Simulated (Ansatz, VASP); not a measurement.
H in VASP and in Ansatz

```
CELL_PARAMETERS angstrom
6.30590 0.00000 0.00000
-3.15295 5.46107 0.00000
0.00000 0.00000 21.12723
ATOMIC_POSITIONS crystal
H 0.16667 0.83333 0.59412
```

Alike in both runs: task single point; functional PBE; dispersion D3(BJ); k mesh 3 × 3 × 1; occupations gaussian, width 0.05 eV; collinear spin.

|  | VASP | Ansatz |
| --- | --- | --- |
| version | VASP 6.6.1 | Ansatz 0.2.0 |
| potentials or method | VASP PAW PBE potentials, release 64 (H), cutoff 520 eV | scalar-relativistic, plane waves, PAW |
| valence electrons in the cell | 1 | 1 |

```tsv
	VASP	Ansatz	Ansatz less VASP
gap on the k mesh at the Fermi level (eV)	7.17	7.17	-0.005
net moment per atom (μB)	1.00	1.00	0.000
size of the moment on the site where the two differ most (μB)	0.38	1.00	+0.617
```

Site moments also hang on the region over which each program counts them. Ansatz's warnings: nearly empty spin channel levels not settled, published levels not confirmed, stability check not made.
